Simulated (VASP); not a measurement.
# C (P6_3/mmc) in VASP: relaxation of cell and atoms with LDA

Aim: the relaxation of cell and atoms of C with LDA.

All numbers are computed with VASP 6.6.1; they aren't measurements. Logs are shortened: lines on timing, memory, paths and dates and some standing lists are left out, and cuts for length are marked.

## 1. The cell of the first run

The structure is hexagonal, space group P6_3/mmc (No. 194). The conventional cell has a = 2.120 Å, b = 2.120 Å, c = 3.462 Å, α = 90.00°, β = 90.00°, γ = 120.00°. Within 2.8 Å of C (site symmetry -6m2) lie 12 C at 2.12 Å.

## 2. Relaxation of cell and atoms, LDA, target pressure 5 GPa, at which the enthalpy is minimised

The input, INCAR:

```
SYSTEM = C
  PREC = Accurate
  ENCUT = 1300
  EDIFF = 1E-7
  ISMEAR = 0
  SIGMA = 0.1
  LREAL = .False.
  LASPH = .True.
  NELM = 120
  ALGO = Normal
  ISIF = 3
  LWAVE = .False.
  LCHARG = .False.
  GGA = CA
  IBRION = 2
  NSW = 80
  EDIFFG = -0.03
  PSTRESS = 50.0
  GGA_COMPAT = .False.
  NELMIN = 4
```

The input, KPOINTS:

```
Automatic mesh
0
Gamma
  23 23 13
  0 0 0
```

The input, POSCAR:

```
C
1.0
    2.1200000000      0.0000000000      0.0000000000
   -1.0600000000      1.8359738560      0.0000000000
    0.0000000000      0.0000000000      3.4619600000
C
2
Direct
    0.3333333333      0.6666666667      0.2500000000
    0.6666666667      0.3333333333      0.7500000000
```

Potentials or basis: VASP PAW LDA potentials, release 64 (C_h).

The run is started by

```
$ cat potpaw_LDA.64/C_h/POTCAR > POTCAR
$ mpirun -np 1 vasp_std > vasp.out
```

OUTCAR:

```text
SYSTEM = C
   PREC = Accurate
   ENCUT = 1300
   EDIFF = 1E-7
   ISMEAR = 0
   LREAL = .False.
   LASPH = .True.
   NELM = 120
   ISIF = 3
   GGA = CA
   IBRION = 2
   NSW = 80
   EDIFFG = -0.03
   PSTRESS = 50.0
   NELMIN = 4

 ion  position               nearest neighbor table
   1  0.333  0.667  0.250-
   2  0.667  0.333  0.750-

  LATTYP: Found a hexagonal cell.
 ALAT       =     2.1200000000
 C/A-ratio  =     1.6330000000

  Lattice vectors:

 A1 = (   2.1200000000,   0.0000000000,   0.0000000000)
 A2 = (  -1.0600000000,   1.8359738560,   0.0000000000)
 A3 = (   0.0000000000,   0.0000000000,   3.4619600000)

Analysis of symmetry for initial positions (statically):
=====================================================================
 Subroutine PRICEL returns:
 Original cell was already a primitive cell.

 Routine SETGRP: Setting up the symmetry group for a
 hexagonal supercell.

 Subroutine GETGRP returns: Found 24 space group operations
 (whereof 12 operations were pure point group operations)
 out of a pool of 24 trial point group operations.

The static configuration has the point symmetry D_3d.
 The point group associated with its full space group is D_6h.

Analysis of symmetry for dynamics (positions and initial velocities):
=====================================================================
 Subroutine PRICEL returns:
 Original cell was already a primitive cell.

 Routine SETGRP: Setting up the symmetry group for a
 hexagonal supercell.

 Subroutine GETGRP returns: Found 24 space group operations
 (whereof 12 operations were pure point group operations)
 out of a pool of 24 trial point group operations.

The dynamic configuration has the point symmetry D_3d.
 The point group associated with its full space group is D_6h.

 Subroutine INISYM returns: Found 24 space group operations
 (whereof 12 operations are pure point group operations),
 and found     1 'primitive' translations

----------------------------------------------------------------------------------------

                                     Primitive cell

  volume of cell :      13.4749

  direct lattice vectors                    reciprocal lattice vectors
     2.120000000  0.000000000  0.000000000     0.471698113  0.272335033  0.000000000
    -1.060000000  1.835973856  0.000000000     0.000000000  0.544670065  0.000000000
     0.000000000  0.000000000  3.461960000     0.000000000  0.000000000  0.288853713

  length of vectors
     2.120000000  2.120000000  3.461960000     0.544670065  0.544670065  0.288853713

  position of ions in fractional coordinates (direct lattice)
     0.333333333  0.666666667  0.250000000
     0.666666667  0.333333333  0.750000000

  ion indices of the primitive-cell ions
   primitive index   ion index
                 1           1
                 2           2

----------------------------------------------------------------------------------------

 KPOINTS: Automatic mesh

Automatic generation of k-mesh.
 Grid dimensions read from file:
 generate k-points for:   23   23   13

 Generating k-lattice:

  Cartesian coordinates                     Fractional coordinates (reciprocal lattice)
     0.020508614  0.011840654  0.000000000     0.043478261 -0.000000000  0.000000000
     0.000000000  0.023681307  0.000000000     0.000000000  0.043478261  0.000000000
     0.000000000  0.000000000  0.022219516     0.000000000  0.000000000  0.076923077

  Length of vectors
     0.023681307  0.023681307  0.022219516

  Shift w.r.t. Gamma in fractional coordinates (k-lattice)
     0.000000000  0.000000000  0.000000000

 Subroutine IBZKPT returns following result:
 ===========================================

 Found    392 irreducible k-points:

 Following reciprocal coordinates:
            Coordinates               Weight
  0.000000  0.000000  0.000000      1.000000
  0.043478  0.000000  0.000000      6.000000
  0.086957  0.000000  0.000000      6.000000
  0.130435  0.000000  0.000000      6.000000
  0.173913  0.000000  0.000000      6.000000
  0.217391  0.000000  0.000000      6.000000
[... 16 lines left out ...]
  0.478261  0.043478  0.000000      6.000000
  0.086957  0.086957  0.000000      6.000000
 [... further k-points ...]
   k-points           NKPTS =    392   k-points in BZ     NKDIM =    392   number of bands    NBANDS=      8
   number of dos      NEDOS =    301   number of ions     NIONS =      2
   total plane-waves  NPLWV =  32928
   dimension x,y,z NGX =    28 NGY =   28 NGZ =   42
   dimension x,y,z NGXF=    56 NGYF=   56 NGZF=   84
   ions per type =               2
   NGX,Y,Z   is equivalent  to a cutoff of  21.96, 21.96, 20.17 a.u.
   NGXF,Y,Z  is equivalent  to a cutoff of  43.91, 43.91, 40.34 a.u.
 SYSTEM =  C
   PREC   = accura    normal or accurate (medium, high low for compatibility)
   ISTART =      0    job   : 0-new  1-cont  2-samecut
   ICHARG =      2    charge: 1-file 2-atom 10-const
   ISPIN  =      1    spin polarized calculation?
   LNONCOLLINEAR =      F non collinear calculations
   LSORBIT =      F    spin-orbit coupling
   LASPH  =      T    aspherical Exc in radial PAW
   ENCUT  = 1300.0 eV  95.55 Ry    9.77 a.u.   6.23  6.23 10.18*2*pi/ulx,y,z
   NELM   =    120;   NELMIN=  4; NELMDL= -5     # of ELM steps
   EDIFF  = 0.1E-06   stopping-criterion for ELM
   LREAL  =      F    real-space projection
   EDIFFG = -.3E-01   stopping-criterion for IOM
   NSW    =     80    number of steps for IOM
   IBRION =      2    ionic relax: 0-MD 1-quasi-New 2-CG
   NFREE  =      1    steps in history (QN), initial steepest desc. (CG)
   ISIF   =      3    stress and relaxation
   ISYM   =      2    0-nonsym 1-usesym 2-fastsym
   POTIM  = 0.5000    time-step for ionic-motion
   TEBEG  =    0.0;   TEEND  =   0.0 temperature during run
   PSTRESS=   50.0 pullay stress
   NELECT =       8.0000    total number of electrons
   NUPDOWN=      -1.0000    fix difference up-down
   EMIN   =  10.00;   EMAX   =-10.00  energy-range for DOS
   EFERMI =   0.00;   METHOD = LEGACY
   ISMEAR =     0;   SIGMA  =   0.10  broadening in eV -4-tet -1-fermi 0-gaus
   EFERMI_NEDOS =   21; number of points for ismear=-14 and -15
   IALGO  =     38    algorithm
   IMIX   =      4    mixing-type and parameters
     AMIX     =   0.40;   BMIX     =  1.00
     AMIX_MAG =   1.60;   BMIX_MAG =  1.00
  volume/ion in A,a.u.               =       6.74        45.47
  Fermi-wavevector in a.u.,A,eV,Ry     =   1.375931  2.600133 25.758365  1.893186
  Thomas-Fermi vector in A             =   2.501222
   LORBIT       =      0    0 simple, 1 ext, 2 COOP (PROOUT), +10 PAW based schemes
   GGA     = CA    functional components
   LHFCALC =     F    Hartree Fock is set to
   AEXX    =    0.0000 exact exchange contribution
   IVDW    =     0    specifies the selected vdW correction
   LEPSILON=     F    determine dielectric tensor
   LRPA    =     F    only Hartree local field effects (RPA)
 conjugate gradient relaxation of ions
 non-spin polarized calculation
 Gauss-broadening in eV      SIGMA  =   0.10
  energy-cutoff  :     1300.00
  volume of cell :       13.47
 maximum number of plane-waves:      1454
 NGX is ok and might be reduce to    28
   NGX = 13   NGY = 13   NGZ = 21

--------------------------------------- Ionic step        1  -------------------------------------------

 number of electron       8.0000000 magnetization

 Free energy of the ion-electron system (eV)
  ---------------------------------------------------
  ext. energy  EPLUGINS =         0.00000000
  ---------------------------------------------------
  free energy    TOTEN  =       -11.24178614 eV

  energy without entropy =      -11.23815364  energy(sigma->0) =      -11.23996989

 E-fermi :   9.6497     XC(G=0): -13.3310

 val. band max:        9.6144448730   @ k =   0.1304   0.0870   0.3846
 cond. band min:       9.6537739904   @ k =   0.2174   0.1739   0.4615
 fundamental gap:      0.0393291174
 Fermi energy:         9.6497488271

 k-point     1 :       0.0000    0.0000    0.0000
  band No.  band energies     occupation
      1     -10.0204      2.00000
      2       0.1917      2.00000
      3       0.2329      2.00000
      4      16.2839      0.00000
      5      16.2839      0.00000
      6      18.1308      0.00000
      7      18.1308      0.00000
      8      18.2373      0.00000
[... 243 lines left out ...]
 k-point    24 :       0.0870    0.0870    0.0000
  band No.  band energies     occupation
      1      -9.1768      2.00000
      2       0.8896      2.00000
      3       1.0967      2.00000
      4      13.5840      0.00000
      5      14.4668      0.00000
      6      17.1678      0.00000
      7      17.6953      0.00000
      8      17.7716      0.00000

 [... further k-points ...]

------------------------ aborting loop because EDIFF is reached ----------------------------------------

  FORCE on cell =-STRESS in cart. coord.  units (eV):
  Direction    XX          YY          ZZ          XY          YZ          ZX
  --------------------------------------------------------------------------------------
  -------------------------------------------------------------------------------------
  Total       -0.7810069     -0.7810069     -0.2129889      0.0000000      0.0000000     -0.0000000
  in kB      -92.8626469    -92.8626469    -25.3246280      0.0000000      0.0000000     -0.0000000
  external PRESSURE =    -120.3499740 kB  Pullay stress =      50.0000000 kB
[... 97 lines left out ...]
  energy  without entropy=      -11.2496033500  energy(sigma->0) =      -11.25092222

  enthalpy is  TOTEN    =       -10.8601448223 eV   P V=        0.3920962763

[... ionic steps 4 to 21 ...]

--------------------------------------- Ionic step       22  -------------------------------------------

 number of electron       7.9999999 magnetization

------------------------ aborting loop because EDIFF is reached ----------------------------------------
[... 71 lines left out ...]
--------------------------------------- Ionic step       24  -------------------------------------------

 number of electron       8.0000000 magnetization

 Free energy of the ion-electron system (eV)
  ---------------------------------------------------
  ext. energy  EPLUGINS =         0.00000000
  ---------------------------------------------------
  free energy    TOTEN  =       -12.28196296 eV

  energy without entropy =      -12.27978446  energy(sigma->0) =      -12.28087371

 E-fermi :  10.0922     XC(G=0): -12.9133

 val. band max:       10.0851136002   @ k =   0.3043   0.1739   0.3077
 cond. band min:      10.0961854470   @ k =   0.3913   0.0435   0.3846
 fundamental gap:      0.0110718468
 Fermi energy:        10.0921608452

 k-point     1 :       0.0000    0.0000    0.0000
  band No.  band energies     occupation
      1     -12.5835      2.00000
      2     -11.3378      2.00000
      3      -1.5321      2.00000
      4       3.8284      2.00000
      5      15.4865      0.00000
      6      26.8395      0.00000
      7      26.8395      0.00000
      8      27.5327      0.00000
[... 243 lines left out ...]
 k-point    24 :       0.0870    0.0870    0.0000
  band No.  band energies     occupation
      1     -11.3787      2.00000
      2     -10.1963      2.00000
      3      -0.0357      2.00000
      4       5.1980      2.00000
      5      16.4375      0.00000
      6      23.3156      0.00000
      7      24.2837      0.00000
      8      24.4137      0.00000

 [... further k-points ...]

------------------------ aborting loop because EDIFF is reached ----------------------------------------

  FORCE on cell =-STRESS in cart. coord.  units (eV):
  Direction    XX          YY          ZZ          XY          YZ          ZX
  --------------------------------------------------------------------------------------
  -------------------------------------------------------------------------------------
  Total        0.4017290      0.4017290      0.4436464      0.0000000      0.0000000      0.0000000
  in kB       48.7092866     48.7092866     53.7917368      0.0000000      0.0000000      0.0000000
  external PRESSURE =       0.4034367 kB  Pullay stress =      50.0000000 kB
[... 21 lines left out ...]
  energy  without entropy=      -12.2797844608  energy(sigma->0) =      -12.28087371

  enthalpy is  TOTEN    =       -11.8695888419 eV   P V=        0.4123741196

 reached required accuracy - stopping structural energy minimisation
```

Run time: 39 min. Hardware: 1 thread of AMD EPYC 7R43 (Zen 3), shared host; peak memory 0.21 GiB.

What came out:

```
Free energy                                                : -12.2820 eV
Relaxed volume                                             : 6.61 Å³/atom
Relaxed cell                                               : a = 1.682 Å, b = 1.682 Å, c = 5.393 Å, α = 90.00°, β = 90.00°, γ = 120.00°
Space group after relaxing (to 0.1 Å)                      : P6_3/mmc (No. 194)
Energy change on relaxing (the run minimises the enthalpy) : -520.1 meV/atom
Ionic steps                                                : 24
Pressure after relaxing                                    : 5.0 GPa
Band gap on the k mesh                                     : zero (bands 4 and 5 overlap by 2.60 eV)
```

Step by step:
```
step  energy change (eV)  largest force (eV/Å)  pressure (GPa)  volume (Å³)
   1              0.0000                0.0000           -7.03        13.47
   2             -0.0086                0.0000            6.45        12.51
   3             -0.0105                0.0000            5.58        12.56
   4             -0.0131                0.0000            5.55        12.58
   5             -0.0241                0.0000            5.23        12.62
   6             -0.0682                0.0000            4.24        12.69
   7             -0.1724                0.0000            2.91        12.76
   8             -0.3979                0.0000            3.41        12.68
   9             -0.6630                0.0000           62.65        11.74
  10             -0.6733                0.0000            2.71        12.48
  11             -0.9357                0.0000           19.02        12.16
  12             -0.9073                0.0000           34.31        12.00
  13             -0.9328                0.0000           27.62        12.07
  14             -0.9333                0.0000           27.75        12.07
  15             -0.9343                0.0000           28.27        12.09
  16             -0.9349                0.0000           29.30        12.11
  17             -0.9348                0.0000           28.64        12.10
  18             -0.9357                0.0000           28.50        12.10
  19             -0.9385                0.0000           28.06        12.12
  20             -0.9440                0.0000           27.19        12.15
  21             -0.9546                0.0000           25.48        12.22
  22             -0.9737                0.0000           22.16        12.36
  23             -1.0049                0.0000           15.93        12.64
  24             -1.0402                0.0000            5.04        13.21
```

Final structure:
```
C
1.0
     1.68199    0.00000    0.00000
    -0.84099    1.45665    0.00000
     0.00000    0.00000    5.39331
C
2
Cartesian
  0.0000 0.9711 1.3483
  0.8410 0.4855 4.0450
```

Caveat: the cell is relaxed towards a set pressure, so the run minimises the enthalpy, not the energy; a cell axis changed by over 15 % at a fixed basis, so the end point is rough.
